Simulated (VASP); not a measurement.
# Al3Cu (P4/mmm) in VASP: further runs

The runs below take Al3Cu through single point, with LDA.

Program: VASP 6.6.1. These are calculated values, not measurements. Logs are shortened: lines on timing, memory, paths and dates and some standing lists are left out, and cuts for length are marked.

## 1. The cell of the first run

The structure is tetragonal, space group P4/mmm (No. 123). Conventional cell: a = 3.904 Å, b = 3.904 Å, c = 3.458 Å, α = 90.00°, β = 90.00°, γ = 90.00°. Al (site symmetry mmm) has 8 Al at 2.61 to 2.76 Å and 4 Cu at 2.61 Å within 3.4 Å. Within 3.4 Å of Al (site symmetry 4/mmm) lie 8 Al at 2.61 Å and 4 Cu at 2.76 Å. Within 3.4 Å of Cu (site symmetry 4/mmm) lie 12 Al at 2.61 to 2.76 Å.

## 2. Single point, LDA (volume 13.175 Å^3 an atom, c/a of the conventional cell 0.8857)

INCAR

```
PREC     = Accurate       # precision mode
ENCUT    = 520            # plane-wave cutoff, eV
EDIFF    = 1E-6           # SCF threshold, eV
ISMEAR   = 0              # smearing method
SIGMA    = 0.15           # smearing width, eV
LREAL    = F              # projectors in reciprocal space
LASPH    = T              # aspherical terms in the spheres
NELM     = 80             # most SCF steps
ALGO     = Fast           # electronic algorithm
ISIF     = 2              # what is computed and relaxed
LWAVE    = F              # write WAVECAR
LCHARG   = F              # write CHGCAR
NBANDS   = 18             # bands
```

KPOINTS

```
regular mesh
0
Gamma
  12 12 12
```

POSCAR

```
Al3Cu
1.0
    3.9039836502      0.0000000000      0.0000000000
    0.0000000000      3.9039836502      0.0000000000
    0.0000000000      0.0000000000      3.4577583189
Al Cu
3 1
Direct
    0.0000000000      0.5000000000      0.5000000000
    0.5000000000      0.0000000000      0.5000000000
    0.5000000000      0.5000000000      0.0000000000
    0.0000000000      0.0000000000      0.0000000000
```

Potentials or basis: VASP PAW LDA potentials, release 64 (Al, Cu).

Launch:

```console
cat potpaw_LDA.64/Al/POTCAR potpaw_LDA.64/Cu/POTCAR > POTCAR
mpirun -np 1 vasp_std > vasp.out
```

OUTCAR:

```text
PREC = Accurate
   ENCUT = 520
   EDIFF = 1E-6
   ISMEAR = 0
   LREAL = F
   LASPH = T
   NELM = 80
   ISIF = 2

 ion  position               nearest neighbor table
   1  0.000  0.500  0.500-   3 2.61   4 2.61   3 2.61   4 2.61   4 2.61   4 2.61   3 2.61   3 2.61
                             2 2.76   2 2.76   2 2.76   2 2.76
   2  0.500  0.000  0.500-   3 2.61   4 2.61   3 2.61   4 2.61   3 2.61   3 2.61   4 2.61   4 2.61
                             1 2.76   1 2.76   1 2.76   1 2.76
   3  0.500  0.500  0.000-   1 2.61   2 2.61   1 2.61   2 2.61   2 2.61   2 2.61   1 2.61   1 2.61
                             4 2.76   4 2.76   4 2.76   4 2.76
   4  0.000  0.000  0.000-   1 2.61   2 2.61   1 2.61   2 2.61   1 2.61   1 2.61   2 2.61   2 2.61
                             3 2.76   3 2.76   3 2.76   3 2.76

  LATTYP: Found a simple tetragonal cell.
 ALAT       =     3.9039836502
 C/A-ratio  =     0.8857000000

  Lattice vectors:

 A1 = (   3.9039836502,   0.0000000000,   0.0000000000)
 A2 = (   0.0000000000,   3.9039836502,   0.0000000000)
 A3 = (   0.0000000000,   0.0000000000,   3.4577583189)

Analysis of symmetry for initial positions (statically):
=====================================================================
 Subroutine PRICEL returns:
 Original cell was already a primitive cell.

 Routine SETGRP: Setting up the symmetry group for a
 simple tetragonal supercell.

 Subroutine GETGRP returns: Found 16 space group operations
 (whereof 16 operations were pure point group operations)
 out of a pool of 16 trial point group operations.

The static configuration has the point symmetry D_4h.

Analysis of symmetry for dynamics (positions and initial velocities):
=====================================================================
 Subroutine PRICEL returns:
 Original cell was already a primitive cell.

 Routine SETGRP: Setting up the symmetry group for a
 simple tetragonal supercell.

 Subroutine GETGRP returns: Found 16 space group operations
 (whereof 16 operations were pure point group operations)
 out of a pool of 16 trial point group operations.

The dynamic configuration has the point symmetry D_4h.

 Subroutine INISYM returns: Found 16 space group operations
 (whereof 16 operations are pure point group operations),
 and found     1 'primitive' translations

----------------------------------------------------------------------------------------

                                     Primitive cell

  volume of cell :      52.7000

  direct lattice vectors                    reciprocal lattice vectors
     3.903983650  0.000000000  0.000000000     0.256148614  0.000000000  0.000000000
     0.000000000  3.903983650  0.000000000     0.000000000  0.256148614  0.000000000
     0.000000000  0.000000000  3.457758319     0.000000000  0.000000000  0.289204712

  length of vectors
     3.903983650  3.903983650  3.457758319     0.256148614  0.256148614  0.289204712

  position of ions in fractional coordinates (direct lattice)
     0.000000000  0.500000000  0.500000000
     0.500000000  0.000000000  0.500000000
     0.500000000  0.500000000  0.000000000
     0.000000000  0.000000000  0.000000000

  ion indices of the primitive-cell ions
   primitive index   ion index
                 1           1
                 2           2
                 3           3
                 4           4

----------------------------------------------------------------------------------------

 KPOINTS: regular mesh

Automatic generation of k-mesh.
 Grid dimensions read from file:
 generate k-points for:   12   12   12

 Generating k-lattice:

  Cartesian coordinates                     Fractional coordinates (reciprocal lattice)
     0.021345718  0.000000000  0.000000000     0.083333333  0.000000000  0.000000000
     0.000000000  0.021345718  0.000000000     0.000000000  0.083333333  0.000000000
     0.000000000  0.000000000  0.024100393     0.000000000  0.000000000  0.083333333

  Length of vectors
     0.021345718  0.021345718  0.024100393

  Shift w.r.t. Gamma in fractional coordinates (k-lattice)
     0.000000000  0.000000000  0.000000000

 Subroutine IBZKPT returns following result:
 ===========================================

 Found    196 irreducible k-points:

 Following reciprocal coordinates:
            Coordinates               Weight
  0.000000  0.000000  0.000000      1.000000
  0.083333  0.000000  0.000000      4.000000
  0.166667  0.000000  0.000000      4.000000
  0.250000  0.000000  0.000000      4.000000
  0.333333  0.000000  0.000000      4.000000
  0.416667  0.000000  0.000000      4.000000
[... 16 lines left out ...]
  0.333333  0.333333  0.000000      4.000000
  0.416667  0.333333  0.000000      8.000000
 [... further k-points ...]
   k-points           NKPTS =    196   k-points in BZ     NKDIM =    196   number of bands    NBANDS=     18
   number of dos      NEDOS =    301   number of ions     NIONS =      4
   total plane-waves  NPLWV =  25200
   dimension x,y,z NGX =    30 NGY =   30 NGZ =   28
   dimension x,y,z NGXF=    60 NGYF=   60 NGZF=   56
   ions per type =               3   1
   NGX,Y,Z   is equivalent  to a cutoff of  12.78, 12.78, 13.46 a.u.
   NGXF,Y,Z  is equivalent  to a cutoff of  25.55, 25.55, 26.92 a.u.
 SYSTEM =  unknown system
   PREC   = accura    normal or accurate (medium, high low for compatibility)
   ISTART =      0    job   : 0-new  1-cont  2-samecut
   ICHARG =      2    charge: 1-file 2-atom 10-const
   ISPIN  =      1    spin polarized calculation?
   LNONCOLLINEAR =      F non collinear calculations
   LSORBIT =      F    spin-orbit coupling
   LASPH  =      T    aspherical Exc in radial PAW
   ENCUT  =  520.0 eV  38.22 Ry    6.18 a.u.   7.26  7.26  6.43*2*pi/ulx,y,z
   NELM   =     80;   NELMIN=  2; NELMDL= -5     # of ELM steps
   EDIFF  = 0.1E-05   stopping-criterion for ELM
   LREAL  =      F    real-space projection
   EDIFFG = 0.1E-04   stopping-criterion for IOM
   NSW    =      0    number of steps for IOM
   IBRION =     -1    ionic relax: 0-MD 1-quasi-New 2-CG
   NFREE  =      0    steps in history (QN), initial steepest desc. (CG)
   ISIF   =      2    stress and relaxation
   ISYM   =      2    0-nonsym 1-usesym 2-fastsym
   POTIM  = 0.5000    time-step for ionic-motion
   TEBEG  =    0.0;   TEEND  =   0.0 temperature during run
   PSTRESS=    0.0 pullay stress
   NELECT =      20.0000    total number of electrons
   NUPDOWN=      -1.0000    fix difference up-down
   EMIN   =  10.00;   EMAX   =-10.00  energy-range for DOS
   EFERMI =   0.00;   METHOD = LEGACY
   ISMEAR =     0;   SIGMA  =   0.15  broadening in eV -4-tet -1-fermi 0-gaus
   EFERMI_NEDOS =   21; number of points for ismear=-14 and -15
   IALGO  =     68    algorithm
   IMIX   =      4    mixing-type and parameters
     AMIX     =   0.40;   BMIX     =  1.00
     AMIX_MAG =   1.60;   BMIX_MAG =  1.00
  volume/ion in A,a.u.               =      13.18        88.91
  Fermi-wavevector in a.u.,A,eV,Ry     =   1.185263  2.239822 19.114114  1.404848
  Thomas-Fermi vector in A             =   2.321460
   LORBIT       =      0    0 simple, 1 ext, 2 COOP (PROOUT), +10 PAW based schemes
   GGA     = CA    functional components
   LHFCALC =     F    Hartree Fock is set to
   AEXX    =    0.0000 exact exchange contribution
   IVDW    =     0    specifies the selected vdW correction
   LEPSILON=     F    determine dielectric tensor
   LRPA    =     F    only Hartree local field effects (RPA)
 non-spin polarized calculation
 RMM-DIIS sequential band-by-band and
 Gauss-broadening in eV      SIGMA  =   0.15
  energy-cutoff  :      520.00
  volume of cell :       52.70
 maximum number of plane-waves:      1440
 NGX is ok and might be reduce to    30
   NGX = 15   NGY = 15   NGZ = 13

 number of electron      20.0000007 magnetization

 Free energy of the ion-electron system (eV)
  ---------------------------------------------------
  ext. energy  EPLUGINS =         0.00000000
  ---------------------------------------------------
  free energy    TOTEN  =       -17.07259946 eV

  energy without entropy =      -17.05657452  energy(sigma->0) =      -17.06458699

 E-fermi :   9.6070     XC(G=0): -11.5235

 val. band max:        9.6024370457   @ k =   0.0000   0.0000   0.0833
 cond. band min:       9.6155706536   @ k =   0.5000   0.0000   0.2500
 fundamental gap:      0.0131336080
 Fermi energy:         9.6069713063

 k-point     1 :       0.0000    0.0000    0.0000
  band No.  band energies     occupation
      1      -2.4892      2.00000
      2       4.4879      2.00000
      3       4.7820      2.00000
      4       5.4720      2.00000
      5       5.5100      2.00000
      6       5.5100      2.00000
[... 10 lines left out ...]
     17      17.5095      0.00000
     18      17.5097      0.00000

 k-point     2 :       0.0833    0.0000    0.0000
  band No.  band energies     occupation
      1      -2.4216      2.00000
      2       4.3416      2.00000
      3       4.7499      2.00000
      4       5.4009      2.00000
      5       5.4907      2.00000
      6       5.5119      2.00000
[... 10 lines left out ...]
     17      17.5493      0.00000
     18      17.8647      0.00000

 k-point     3 :       0.1667    0.0000    0.0000
  band No.  band energies     occupation
      1      -2.2191      2.00000
      2       3.6911      2.00000
      3       4.7517      2.00000
      4       5.2645      2.00000
      5       5.4406      2.00000
      6       5.5168      2.00000
[... 10 lines left out ...]
     17      17.6539      0.00000
     18      18.1140      0.00000

 k-point     4 :       0.2500    0.0000    0.0000
  band No.  band energies     occupation
      1      -1.8837      2.00000
      2       2.7193      2.00000
      3       4.7984      2.00000
      4       5.1369      2.00000
      5       5.3775      2.00000
      6       5.5208      2.00000
[... 375 lines left out ...]
      4       4.5960      2.00000
      5       5.3086      2.00000
      6       5.4408      2.00000
[... 10 lines left out ...]
     17      17.1325      0.00000
     18      17.5778      0.00000

 k-point    23 :       0.3333    0.3333    0.0000
  band No.  band energies     occupation
      1      -0.3809      2.00000
      2       2.5925      2.00000
      3       2.7063      2.00000
      4       4.7050      2.00000
      5       5.3608      2.00000
      6       5.3926      2.00000
[... 10 lines left out ...]
     17      16.9121      0.00000
     18      17.2501      0.00000

 k-point    24 :       0.4167    0.3333    0.0000
  band No.  band energies     occupation
      1       0.1730      2.00000
      2       1.7945      2.00000
      3       3.1100      2.00000
      4       4.3602      2.00000
      5       5.3409      2.00000
      6       5.3922      2.00000
[... 10 lines left out ...]
     17      16.5544      0.00000
     18      17.4845      0.00000

 [... further k-points ...]

------------------------ aborting loop because EDIFF is reached ----------------------------------------

  FORCE on cell =-STRESS in cart. coord.  units (eV):
  Direction    XX          YY          ZZ          XY          YZ          ZX
  --------------------------------------------------------------------------------------
  -------------------------------------------------------------------------------------
  Total        2.4577089      2.4577089      6.1936756      0.0000000     -0.0000000      0.0000000
  in kB       74.7188889     74.7188889    188.2991775      0.0000000     -0.0000000      0.0000000
  external PRESSURE =     112.5789851 kB  Pullay stress =       0.0000000 kB

 VOLUME and BASIS-vectors are now :
 -----------------------------------------------------------------------------
  energy-cutoff  :      520.00
  volume of cell :       52.70
      direct lattice vectors                 reciprocal lattice vectors
     3.903983650  0.000000000  0.000000000     0.256148614  0.000000000  0.000000000
     0.000000000  3.903983650  0.000000000     0.000000000  0.256148614  0.000000000
     0.000000000  0.000000000  3.457758319     0.000000000  0.000000000  0.289204712

 POSITION                                       TOTAL-FORCE (eV/Angst)
 -----------------------------------------------------------------------------------
      0.00000      1.95199      1.72888         0.000000      0.000000      0.000000
      1.95199      0.00000      1.72888         0.000000      0.000000      0.000000
      1.95199      1.95199      0.00000         0.000000      0.000000      0.000000
      0.00000      0.00000      0.00000         0.000000      0.000000      0.000000
 -----------------------------------------------------------------------------------
    total drift:                                0.000000     -0.000000     -0.000000

  FREE ENERGIE OF THE ION-ELECTRON SYSTEM (eV)
  ---------------------------------------------------
  free  energy   TOTEN  =       -17.0725994645 eV

  energy  without entropy=      -17.0565745203  energy(sigma->0) =      -17.06458699
```

Wall time 88 s (1 thread of Intel Xeon 6975P-C (Granite Rapids), shared host); peak memory 0.27 GiB.

What came out:

```yaml
Free_energy: -17.0726 eV
Pressure: 11.3 GPa
Band_gap_on_the_k_mesh: zero (band 10 reaches 12.11 eV, above the bottom of band 11 at 7.50 eV)
```

Stress tensor (GPa, compression positive):
```
 7.47  0.00  0.00
 0.00  7.47  0.00
 0.00  0.00 18.83
```

[end of part 1 of 2]
